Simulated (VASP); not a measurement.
Wanted: the native input for a VASP 6.6.1 run.

```
Task                   : single point
Functional             : r2SCAN
Potentials or basis    : VASP PAW PBE potentials, release 64 (Ga_d, P)
Cutoff                 : 520 eV
k mesh                 : 6 × 6 × 6
Occupations            : gaussian, width 0.1 eV
Spin                   : no spin polarisation
Dipole correction      : no
Further INCAR settings : ALGO = Normal; EDIFF = 1e-07; NBANDS = 16
```

Crystal: GaP.

```
Ga P
1.0
     0.00000    2.72581    2.72581
     2.72581    0.00000    2.72581
     2.72581    2.72581    0.00000
Ga P
1 1
Direct
  0.00000 0.00000 0.00000
  0.75000 0.75000 0.75000
```

The input as run:

POSCAR

```
GaP
1.0
    0.0000000000      2.7258124900      2.7258124900
    2.7258124900      0.0000000000      2.7258124900
    2.7258124900      2.7258124900      0.0000000000
Ga P
1 1
Direct
    0.0000000000      0.0000000000      0.0000000000
    0.7500000000      0.7500000000      0.7500000000
```

INCAR.step1

```
ALGO     = Normal         # electronic algorithm
EDIFF    = 1E-4           # SCF threshold, eV
ENCUT    = 520            # plane-wave cutoff, eV
GGA      = PE             # functional
ISMEAR   = 0              # smearing method
LASPH    = T              # aspherical terms in the spheres
LCHARG   = F              # write CHGCAR
LREAL    = F              # projectors in reciprocal space
LWAVE    = T              # write WAVECAR
NBANDS   = 16             # bands
NELM     = 60             # most SCF steps
PREC     = Accurate       # precision mode
SIGMA    = 0.1            # smearing width, eV
```

INCAR.step2

```
ALGO     = Normal         # electronic algorithm
EDIFF    = 1E-7           # SCF threshold, eV
ENCUT    = 520            # plane-wave cutoff, eV
ISIF     = 2              # what is computed and relaxed
ISMEAR   = 0              # smearing method
ISTART   = 1            
LASPH    = T              # aspherical terms in the spheres
LCHARG   = T              # write CHGCAR
LELF     = T              # ELF
LMIXTAU  = T            
LREAL    = F              # projectors in reciprocal space
LVHAR    = T            
LWAVE    = F              # write WAVECAR
METAGGA  = R2SCAN         # meta-GGA
NBANDS   = 16             # bands
NELM     = 60             # most SCF steps
PREC     = Accurate       # precision mode
SIGMA    = 0.1            # smearing width, eV
```

KPOINTS

```
k-points
0
Gamma
  6 6 6
```

Potentials or basis: VASP PAW PBE potentials, release 64 (Ga_d, P).

Command:

```console
$ cat potpaw_PBE.64/Ga_d/POTCAR potpaw_PBE.64/P/POTCAR > POTCAR
$ cp INCAR.step1 INCAR
$ mpirun -np 1 vasp_std > vasp.out
$ cp INCAR.step2 INCAR
$ mpirun -np 1 vasp_std > vasp.out
```

It gave:

```
Pressure               : 0.0 GPa
Band gap on the k mesh : 1.91 eV, indirect (least direct gap 2.34 eV)
```

Caveat: the PAW data sets were made with another functional, which shifts forces and pressure a little.

It took 26 s on 1 thread of Intel(R) Xeon(R) 6975P-C (Granite Rapids), with other jobs on the host, peak memory 0.17 GiB.
